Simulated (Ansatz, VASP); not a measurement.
**Ir: VASP beside Ansatz**

```
CELL_PARAMETERS angstrom
2.70663 0.00000 0.00000
-1.35332 2.34401 0.00000
0.00000 0.00000 4.38972
ATOMIC_POSITIONS crystal
Ir 0.66667 0.33333 0.75000
Ir 0.33333 0.66667 0.25000
```

Alike in both runs: task single point; functional PBE; k mesh 6 × 6 × 4; occupations gaussian, width 0.1 eV; no spin polarisation.

|  | VASP | Ansatz |
| --- | --- | --- |
| version | VASP 6.6.1 | Ansatz 0.2.0 |
| potentials or method | VASP PAW PBE potentials, release 64 (Ir), cutoff 520 eV | scalar-relativistic, plane waves, PAW |
| valence electrons in the cell | 18 | 34 |

```csv
,VASP,Ansatz,Ansatz less VASP
gap on the k mesh at the Fermi level (eV),none,none,-
pressure (GPa),18.0,17.3,-0.71
"traceless stress, the component that is largest in VASP (GPa)",-4.41,-4.45,-0.042
```

A gap of «none» marks a metal or a gap that the smearing closes. VASP's potentials hold 18 valence electrons a cell and Ansatz's 34, so a difference there can come from the potentials and not from the codes.

The k mesh is coarse, so the values compare programs but aren't converged. Spin-orbit coupling is off throughout.
